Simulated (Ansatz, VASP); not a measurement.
TiSi2 in VASP and in Ansatz

INCAR

```
ALGO = Normal
EDIFF = 1E-6
ENCUT = 520
GGA = PE
ISIF = 2
ISMEAR = -1
LASPH = T
LCHARG = F
LREAL = F
LWAVE = F
NBANDS = 29
NELM = 100
PREC = Accurate
SIGMA = 0.05
```

KPOINTS

```
k-points
0
Gamma
  7 7 6
```

POSCAR

```
TiSi2
1.0
    1.6945008240     -6.4889102736      0.0000000000
    1.6945008240      6.4889102736      0.0000000000
    0.0000000000      0.0000000000      3.5651739700
Ti Si
2 4
Direct
    0.1031180800      0.8968819200      0.2500000000
    0.8968819200      0.1031180800      0.7500000000
    0.7503148200      0.2496851800      0.2500000000
    0.2496851800      0.7503148200      0.7500000000
    0.4417485500      0.5582514500      0.2500000000
    0.5582514500      0.4417485500      0.7500000000
```

Contents of input.yaml:

```yaml
crystal:
  lattice:
    - [1.694500824, -6.4889102736, 0.0]
    - [1.694500824, 6.4889102736, 0.0]
    - [0.0, 0.0, 3.56517397]
  atoms:
    - { symbol: Ti, position: [0.10311808, 0.89688192, 0.25] }
    - { symbol: Ti, position: [0.89688192, 0.10311808, 0.75] }
    - { symbol: Si, position: [0.75031482, 0.24968518, 0.25] }
    - { symbol: Si, position: [0.24968518, 0.75031482, 0.75] }
    - { symbol: Si, position: [0.44174855, 0.55825145, 0.25] }
    - { symbol: Si, position: [0.55825145, 0.44174855, 0.75] }
hamiltonian:
  xc: pbe
  pseudopotentials: { kind: paw }
kpoints:
  mp_grid: { grid: [7, 7, 6] }
  band_path:
    path:
      - [[0.0, 0.0, 0.0], [0.2670482592, 0.2670482592, 0.0], [0.0, 0.5, 0.0], [0.0, 0.5, 0.5], [0.2670482592, 0.2670482592, 0.5], [0.0, 0.0, 0.5], [0.0, 0.0, 0.0], [-0.5, 0.5, 0.0], [-0.2670482592, 0.7329517408, 0.0], [-0.2670482592, 0.7329517408, 0.5], [-0.5, 0.5, 0.5], [-0.5, 0.5, 0.0]]
      - [[0.0, 0.0, 0.5], [-0.5, 0.5, 0.5]]
    npoints: 14
scf:
  occupations: { method: fermi_dirac, width: 0.05 }
  n_extra_bands: 15
output:
  forces: true
  stress: true
  eigenvalues: true
  fatbands: true
```

Alike in both runs: functional PBE; k mesh 7 × 7 × 6; occupations fermi-dirac, width 0.05 eV; no spin polarisation.

|  | VASP | Ansatz |
| --- | --- | --- |
| version | VASP 6.6.1 | Ansatz 0.2.0 |
| potentials or method | VASP PAW PBE potentials, release 64 (Ti_sv, Si) | Ansatz PAW |
| plane-wave cutoff (eV) | 520 | 420 |
| valence electrons in the cell | 40 | 40 |
| task | single point | band structure |

```csv
,VASP,Ansatz,Ansatz less VASP
gap on the k mesh at the Fermi level (eV),none,none,-
pressure (GPa),15.0,15.1,+0.09
"traceless stress, the component that is largest in VASP (GPa)",-4.51,-4.50,+0.010
rms of the force components (eV/Å),0.222,0.225,+0.0036
```

Atom by atom the forces differ by 0.004 eV/Å (rms over components). A gap of «none» marks a metal or a gap that the smearing closes.
